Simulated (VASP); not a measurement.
# LiAl12 in VASP: further runs

The runs below take LiAl12 through single point, with LDA.

Program: VASP 6.6.1. These are calculated values, not measurements. Logs are shortened: lines on timing, memory, paths and dates and some standing lists are left out, and cuts for length are marked.

### Step 1. The cell of the first run

The cell holds a slab with vacuum, 13 atoms: a = 5.634 Å, b = 5.634 Å, c = 20.032 Å, α = 90.00°, β = 90.00°, γ = 120.00°.

### Step 2. Single point, LDA

The input, INCAR:

```
  ALGO = Normal
  DIPOL = 0.5 0.5 0.331
  EDIFF = 1E-7
  ENCUT = 520
  IDIPOL = 3
  ISIF = 2
  ISMEAR = 0
  LASPH = T
  LCHARG = F
  LDIPOL = T
  LREAL = F
  LWAVE = F
  NBANDS = 32
  NELM = 60
  PREC = Accurate
  SIGMA = 0.1
```

The input, KPOINTS:

```
k-points
0
Gamma
  6 6 1
```

The input, POSCAR:

```
LiAl12
1.0
    5.6336864727      0.0000000000      0.0000000000
   -2.8168432363      4.8789156023      0.0000000000
    0.0000000000      0.0000000000     20.0321727095
Al Li
12 1
Direct
    0.3333333333      0.1666666667      0.1996787896
    0.3333333333      0.6666666667      0.1996787896
    0.8333333333      0.1666666667      0.1996787896
    0.8333333333      0.6666666667      0.1996787896
    0.1666666667      0.3333333333      0.3128097176
    0.1666666667      0.8333333333      0.3128097176
    0.6666666667      0.3333333333      0.3128097176
    0.6666666667      0.8333333333      0.3128097176
    0.0000000000      0.0000000000      0.4259234799
    0.0000000000      0.5000000000      0.4259234799
    0.5000000000      0.0000000000      0.4259234799
    0.5000000000      0.5000000000      0.4259234799
    0.0000000000      0.0000000000      0.5494171253
```

Potentials or basis: VASP PAW LDA potentials, release 64 (Al, Li_sv).

Launch:

```sh
$ cat potpaw_LDA.64/Al/POTCAR potpaw_LDA.64/Li_sv/POTCAR > POTCAR
$ mpirun -np 1 vasp_std > vasp.out
```

OUTCAR:

```text
EDIFF = 1E-7
   ENCUT = 520
   ISIF = 2
   ISMEAR = 0
   LASPH = T
   LREAL = F
   NELM = 60
   PREC = Accurate

 ion  position               nearest neighbor table
   1  0.333  0.167  0.200-   5 2.79   6 2.79   7 2.79   2 2.82   2 2.82   3 2.82   3 2.82   4 2.82
                             4 2.82
   2  0.333  0.667  0.200-   6 2.79   5 2.79   8 2.79   1 2.82   1 2.82   4 2.82   4 2.82   3 2.82
                             3 2.82
   3  0.833  0.167  0.200-   7 2.79   8 2.79   5 2.79   4 2.82   4 2.82   1 2.82   1 2.82   2 2.82
                             2 2.82
   4  0.833  0.667  0.200-   8 2.79   7 2.79   6 2.79   3 2.82   3 2.82   2 2.82   2 2.82   1 2.82
                             1 2.82
   5  0.167  0.333  0.313-   9 2.79  12 2.79  10 2.79   1 2.79   2 2.79   3 2.79   6 2.82   6 2.82
                             7 2.82   7 2.82   8 2.82   8 2.82
   6  0.167  0.833  0.313-  10 2.79  11 2.79   9 2.79   2 2.79   1 2.79   4 2.79   5 2.82   5 2.82
                             8 2.82   8 2.82   7 2.82   7 2.82
   7  0.667  0.333  0.313-  11 2.79  10 2.79  12 2.79   3 2.79   4 2.79   1 2.79   8 2.82   8 2.82
                             5 2.82   5 2.82   6 2.82   6 2.82
   8  0.667  0.833  0.313-  12 2.79   9 2.79  11 2.79   4 2.79   3 2.79   2 2.79   7 2.82   7 2.82
                             6 2.82   6 2.82   5 2.82   5 2.82
   9  0.000  0.000  0.426-  13 2.47   5 2.79   8 2.79   6 2.79  10 2.82  10 2.82  11 2.82  11 2.82
                            12 2.82  12 2.82
  10  0.000  0.500  0.426-   6 2.79   7 2.79   5 2.79   9 2.82   9 2.82  12 2.82  12 2.82  11 2.82
                            11 2.82
  11  0.500  0.000  0.426-   7 2.79   6 2.79   8 2.79  12 2.82  12 2.82   9 2.82   9 2.82  10 2.82
                            10 2.82
  12  0.500  0.500  0.426-   8 2.79   5 2.79   7 2.79  11 2.82  11 2.82  10 2.82  10 2.82   9 2.82
                             9 2.82
  13  0.000  0.000  0.549-   9 2.47

  LATTYP: Found a hexagonal cell.
 ALAT       =     5.6336864727
 C/A-ratio  =     3.5557840868

  Lattice vectors:

 A1 = (   5.6336864727,   0.0000000000,   0.0000000000)
 A2 = (  -2.8168432363,   4.8789156023,   0.0000000000)
 A3 = (   0.0000000000,   0.0000000000,  20.0321727095)

Analysis of symmetry for initial positions (statically):
=====================================================================
 Subroutine PRICEL returns:
 Original cell was already a primitive cell.

 Routine SETGRP: Setting up the symmetry group for a
 hexagonal supercell.

 Subroutine GETGRP returns: Found  6 space group operations
 (whereof  6 operations were pure point group operations)
 out of a pool of 24 trial point group operations.

The static configuration has the point symmetry C_3v.

Analysis of symmetry for dynamics (positions and initial velocities):
=====================================================================
 Subroutine PRICEL returns:
 Original cell was already a primitive cell.

 Routine SETGRP: Setting up the symmetry group for a
 hexagonal supercell.

 Subroutine GETGRP returns: Found  6 space group operations
 (whereof  6 operations were pure point group operations)
 out of a pool of 24 trial point group operations.

The dynamic configuration has the point symmetry C_3v.

 Subroutine INISYM returns: Found  6 space group operations
 (whereof  6 operations are pure point group operations),
 and found     1 'primitive' translations

----------------------------------------------------------------------------------------

                                     Primitive cell

  volume of cell :     550.6099

  direct lattice vectors                    reciprocal lattice vectors
     5.633686473  0.000000000  0.000000000     0.177503666  0.102481789  0.000000000
    -2.816843236  4.878915602  0.000000000     0.000000000  0.204963578  0.000000000
     0.000000000  0.000000000 20.032172709     0.000000000  0.000000000  0.049919697

  length of vectors
     5.633686473  5.633686473 20.032172709     0.204963578  0.204963578  0.049919697

  position of ions in fractional coordinates (direct lattice)
     0.333333333  0.166666667  0.199678790
     0.333333333  0.666666667  0.199678790
     0.833333333  0.166666667  0.199678790
     0.833333333  0.666666667  0.199678790
     0.166666667  0.333333333  0.312809718
     0.166666667  0.833333333  0.312809718
     0.666666667  0.333333333  0.312809718
     0.666666667  0.833333333  0.312809718
     0.000000000  0.000000000  0.425923480
     0.000000000  0.500000000  0.425923480
     0.500000000  0.000000000  0.425923480
     0.500000000  0.500000000  0.425923480
     0.000000000  0.000000000  0.549417125

  ion indices of the primitive-cell ions
   primitive index   ion index
                 1           1
                 2           2
                 3           3
                 4           4
                 5           5
                 6           6
                 7           7
                 8           8
                 9           9
                10          10
                11          11
                12          12
                13          13

----------------------------------------------------------------------------------------

 KPOINTS: k-points

Automatic generation of k-mesh.
 Grid dimensions read from file:
 generate k-points for:    6    6    1

 Generating k-lattice:

  Cartesian coordinates                     Fractional coordinates (reciprocal lattice)
     0.029583944  0.017080298  0.000000000     0.166666667  0.000000000  0.000000000
     0.000000000  0.034160596  0.000000000     0.000000000  0.166666667  0.000000000
     0.000000000  0.000000000  0.049919697     0.000000000  0.000000000  1.000000000

  Length of vectors
     0.034160596  0.034160596  0.049919697

  Shift w.r.t. Gamma in fractional coordinates (k-lattice)
     0.000000000  0.000000000  0.000000000

 Subroutine IBZKPT returns following result:
 ===========================================

 Found      7 irreducible k-points:

 Following reciprocal coordinates:
            Coordinates               Weight
  0.000000  0.000000  0.000000      1.000000
  0.166667 -0.000000  0.000000      6.000000
  0.333333 -0.000000  0.000000      6.000000
  0.500000 -0.000000  0.000000      3.000000
  0.166667  0.166667  0.000000      6.000000
  0.333333  0.166667  0.000000     12.000000
  0.333333  0.333333  0.000000      2.000000
   k-points           NKPTS =      7   k-points in BZ     NKDIM =      7   number of bands    NBANDS=     32
   number of dos      NEDOS =    301   number of ions     NIONS =     13
   total plane-waves  NPLWV = 264600
   dimension x,y,z NGX =    42 NGY =   42 NGZ =  150
   dimension x,y,z NGXF=    84 NGYF=   84 NGZF=  300
   ions per type =              12   1
   NGX,Y,Z   is equivalent  to a cutoff of  12.39, 12.39, 12.45 a.u.
   NGXF,Y,Z  is equivalent  to a cutoff of  24.79, 24.79, 24.90 a.u.
 SYSTEM =  unknown system
   PREC   = accura    normal or accurate (medium, high low for compatibility)
   ISTART =      0    job   : 0-new  1-cont  2-samecut
   ICHARG =      2    charge: 1-file 2-atom 10-const
   ISPIN  =      1    spin polarized calculation?
   LNONCOLLINEAR =      F non collinear calculations
   LSORBIT =      F    spin-orbit coupling
   LASPH  =      T    aspherical Exc in radial PAW
   ENCUT  =  520.0 eV  38.22 Ry    6.18 a.u.  10.47 10.47 37.25*2*pi/ulx,y,z
   NELM   =     60;   NELMIN=  2; NELMDL= -5     # of ELM steps
   EDIFF  = 0.1E-06   stopping-criterion for ELM
   LREAL  =      F    real-space projection
   EDIFFG = 0.1E-05   stopping-criterion for IOM
   NSW    =      0    number of steps for IOM
   IBRION =     -1    ionic relax: 0-MD 1-quasi-New 2-CG
   NFREE  =      0    steps in history (QN), initial steepest desc. (CG)
   ISIF   =      2    stress and relaxation
   ISYM   =      2    0-nonsym 1-usesym 2-fastsym
   POTIM  = 0.5000    time-step for ionic-motion
   TEBEG  =    0.0;   TEEND  =   0.0 temperature during run
   PSTRESS=    0.0 pullay stress
   NELECT =      39.0000    total number of electrons
   NUPDOWN=      -1.0000    fix difference up-down
   EMIN   =  10.00;   EMAX   =-10.00  energy-range for DOS
   EFERMI =   0.00;   METHOD = LEGACY
   ISMEAR =     0;   SIGMA  =   0.10  broadening in eV -4-tet -1-fermi 0-gaus
   EFERMI_NEDOS =   21; number of points for ismear=-14 and -15
   IALGO  =     38    algorithm
   IMIX   =      4    mixing-type and parameters
     AMIX     =   0.40;   BMIX     =  1.00
     AMIX_MAG =   1.60;   BMIX_MAG =  1.00
  volume/ion in A,a.u.               =      42.35       285.82
  Fermi-wavevector in a.u.,A,eV,Ry     =   0.677353  1.280011  6.242448  0.458807
  Thomas-Fermi vector in A             =   1.754936
   LORBIT       =      0    0 simple, 1 ext, 2 COOP (PROOUT), +10 PAW based schemes
   GGA     = CA    functional components
   LHFCALC =     F    Hartree Fock is set to
   AEXX    =    0.0000 exact exchange contribution
   IVDW    =     0    specifies the selected vdW correction
   LEPSILON=     F    determine dielectric tensor
   LRPA    =     F    only Hartree local field effects (RPA)
 non-spin polarized calculation
 Gauss-broadening in eV      SIGMA  =   0.10
  energy-cutoff  :      520.00
  volume of cell :      550.61
 maximum number of plane-waves:     14919
 NGX is ok and might be reduce to    42
   NGX = 21   NGY = 21   NGZ = 75

 number of electron      39.0000008 magnetization

 dipolmoment           0.000000      0.000000     -0.278339 electrons x Angstroem

 Free energy of the ion-electron system (eV)
  ---------------------------------------------------
  ext. energy  EPLUGINS =         0.00000000
  ---------------------------------------------------
  free energy    TOTEN  =       -48.71766208 eV

  energy without entropy =      -48.67842553  energy(sigma->0) =      -48.69804380

 E-fermi :   0.8709     XC(G=0):  -5.0290

 val. band max:        0.8231905272   @ k =   0.3333   0.1667   0.0000
 cond. band min:       0.8961950814   @ k =   0.1667   0.1667   0.0000
 fundamental gap:      0.0730045542
 Fermi energy:         0.8709286534

 k-point     1 :       0.0000    0.0000    0.0000
  band No.  band energies     occupation
      1     -46.7352      2.00000
      2      -9.9448      2.00000
      3      -8.1969      2.00000
      4      -5.4767      2.00000
      5      -3.9456      2.00000
      6      -3.9380      2.00000
[... 23 lines left out ...]
     30       3.4196      0.00000
     31       3.4196      0.00000

 k-point     2 :       0.1667   -0.0000    0.0000
  band No.  band energies     occupation
      1     -46.7352      2.00000
      2      -9.7732      2.00000
      3      -8.0268      2.00000
      4      -5.7218      2.00000
      5      -5.3078      2.00000
      6      -4.7308      2.00000
[... 23 lines left out ...]
     30       4.0970      0.00000
     31       4.3041      0.00000

 k-point     3 :       0.3333   -0.0000    0.0000
  band No.  band energies     occupation
      1     -46.7352      2.00000
      2      -9.2598      2.00000
      3      -7.5179      2.00000
      4      -7.2258      2.00000
      5      -5.5045      2.00000
      6      -5.2255      2.00000
[... 125 lines left out ...]
     30       3.6610      0.00000
     31       3.7769      0.00000

 k-point     7 :       0.3333    0.3333    0.0000
  band No.  band energies     occupation
      1     -46.7351      2.00000
      2      -7.9099      2.00000
      3      -7.8982      2.00000
      4      -7.8926      2.00000
      5      -6.1988      2.00000
      6      -6.1599      2.00000
[... 23 lines left out ...]
     30       3.8186      0.00000
     31       3.8210      0.00000
 [bands above 31 left out]

------------------------ aborting loop because EDIFF is reached ----------------------------------------

 vacuum level on the upper side and lower side of the slab       (xc-potential included)        -1.444         0.494

  FORCE on cell =-STRESS in cart. coord.  units (eV):
  Direction    XX          YY          ZZ          XY          YZ          ZX
  --------------------------------------------------------------------------------------
  -------------------------------------------------------------------------------------
  Total       -2.9157797     -2.9157797      0.8036642     -0.0000000      0.0000000     -0.0000000
  in kB       -8.4844023     -8.4844023      2.3385205     -0.0000000      0.0000000     -0.0000000
  external PRESSURE =      -4.8767614 kB  Pullay stress =       0.0000000 kB

 VOLUME and BASIS-vectors are now :
 -----------------------------------------------------------------------------
  energy-cutoff  :      520.00
  volume of cell :      550.61
      direct lattice vectors                 reciprocal lattice vectors
     5.633686473  0.000000000  0.000000000     0.177503666  0.102481789  0.000000000
    -2.816843236  4.878915602  0.000000000     0.000000000  0.204963578  0.000000000
     0.000000000  0.000000000 20.032172709     0.000000000  0.000000000  0.049919697

 POSITION                                       TOTAL-FORCE (eV/Angst)
 -----------------------------------------------------------------------------------
      1.40842      0.81315      4.00000         0.018279      0.010554     -0.062368
     -0.00000      3.25261      4.00000         0.000000     -0.000000     -0.075726
      4.22526      0.81315      4.00000        -0.018279      0.010554     -0.062368
      2.81684      3.25261      4.00000        -0.000000     -0.021107     -0.062368
      0.00000      1.62631      6.26626         0.000000      0.023945      0.052419
     -1.40842      4.06576      6.26626         0.020737     -0.011973      0.052419
      2.81684      1.62631      6.26626         0.000000     -0.000000      0.017447
      1.40842      4.06576      6.26626        -0.020737     -0.011973      0.052419
      0.00000      0.00000      8.53217         0.000000     -0.000000     -0.548781
     -1.40842      2.43946      8.53217         0.024453      0.014118      0.210132
      2.81684      0.00000      8.53217        -0.000000     -0.028236      0.210132
      1.40842      2.43946      8.53217        -0.024453      0.014118      0.210132
      0.00000      0.00000     11.00602         0.000000     -0.000000      0.006512
 -----------------------------------------------------------------------------------
    total drift:                                0.000000      0.000000     -0.000111

  FREE ENERGIE OF THE ION-ELECTRON SYSTEM (eV)
  ---------------------------------------------------
  free  energy   TOTEN  =       -48.7176620793 eV

  energy  without entropy=      -48.6784255303  energy(sigma->0) =      -48.69804380

 vacuum level on the upper side and lower side of the slab         2.649         4.636
```

It took 3.7 min on 1 thread of AMD EPYC 7R43 (Zen 3), shared host; peak memory 0.43 GiB.

Results:

```
Free energy   : -48.7177 eV
Largest force : 0.549 eV/Å
```

Forces in eV/Å, atoms in the order of the input:
```
Al   0.018  0.011 -0.062
Al   0.000  0.000 -0.076
Al  -0.018  0.011 -0.062
Al   0.000 -0.021 -0.062
Al   0.000  0.024  0.052
Al   0.021 -0.012  0.052
Al   0.000  0.000  0.017
Al  -0.021 -0.012  0.052
Al   0.000  0.000 -0.549
Al   0.024  0.014  0.210
Al   0.000 -0.028  0.210
Al  -0.024  0.014  0.210
Li   0.000  0.000  0.007
```

Caveat: the cutoff is under 1.25 times the usual one of these potentials, so pressure, stress and relaxed cells hold a basis-set (Pulay) error.

(Part 1 of 2 ends here.)
